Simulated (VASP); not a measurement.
MgI2, 3 atoms in the cell. The structure is trigonal, space group P-3m1 (No. 164). The conventional cell has a = 4.154 Å, b = 4.154 Å, c = 6.862 Å, α = 90.00°, β = 90.00°, γ = 120.00°. Within 3.8 Å of Mg (site symmetry -3m) lie 6 I at 2.92 Å. Within 3.8 Å of I (site symmetry 3m) lie 3 Mg at 2.92 Å. 

* Program: VASP 6.6.1
* Task: electric field gradients
* Functional: PBEsol
* Potentials or basis: VASP PAW PBE potentials, release 64 (Mg, I)
* Cutoff: 520 eV
* k mesh: 7 × 7 × 4
* Occupations: fermi-dirac, width 0.03 eV
* Spin: no spin polarisation
* Dipole correction: no
* Further INCAR settings: ALGO = Normal; EDIFF = 1e-08; NBANDS = 15

Potentials or basis: VASP PAW PBE potentials, release 64 (Mg, I).

Command:

```sh
$ cat potpaw_PBE.64/Mg/POTCAR potpaw_PBE.64/I/POTCAR > POTCAR
$ mpirun -np 1 vasp_std > vasp.out
```

Hardware: 1 thread of Intel(R) Xeon(R) 6975P-C (Granite Rapids), with other jobs on the host.

Problem. Estimate the wall time of this run.

Solution. It took 21 s on 1 thread of Intel(R) Xeon(R) 6975P-C (Granite Rapids) (shared host), peak memory 0.23 GiB. Counts: scf iterations 17, k points 28.
